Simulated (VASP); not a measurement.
Write the native input for VASP 6.6.1 that does the following.

```yaml
Task: single point
Functional: PBE
Potentials_or_basis: VASP PAW PBE potentials, release 64 (Sr_sv, O)
Cutoff: 600 eV
k_mesh: 6 × 6 × 6
Occupations: gaussian, width 0.02 eV
Spin: no spin polarisation
Dipole_correction: no
Further_INCAR_settings: ALGO = Normal; EDIFF = 1e-06; NBANDS = 24
```

The structure of SrO (ha.eA) lies in POSCAR:

```
SrO
1.0
    3.6734772375      0.0000000000      0.0000000000
    0.0000000000      3.6734772375      0.0000000000
    0.0000000000      0.0000000000      5.1950813124
Sr O
2 2
Direct
    0.0000000000      0.0000000000      0.0000000000
    0.5000000000      0.5000000000      0.5000000000
    0.5000000000      0.5000000000      0.0000000000
    0.0000000000      1.0000000000      0.5000000000
```

One way to write it, as run:

INCAR

```
ALGO = Normal
EDIFF = 1E-6
ENCUT = 600
GGA = PE
GGA_COMPAT = F
ISIF = 2
ISMEAR = 0
LASPH = T
LCHARG = F
LREAL = F
LWAVE = F
NBANDS = 24
NELM = 120
PREC = Accurate
SIGMA = 0.02
```

KPOINTS

```
k-points
0
Gamma
  6 6 6
```

Potentials or basis: VASP PAW PBE potentials, release 64 (Sr_sv, O).

Run with:

```console
$ cat potpaw_PBE.64/Sr_sv/POTCAR potpaw_PBE.64/O/POTCAR > POTCAR
$ mpirun -np 1 vasp_std > vasp.out
```

Results of the run:

| Item | Value |
| --- | --- |
| Pressure | 0.4 GPa |
| Band gap on the k mesh | 3.28 eV |

Wall time 110 s on 1 thread of Intel Xeon 8259CL, with other jobs on the host, peak memory 0.23 GiB.
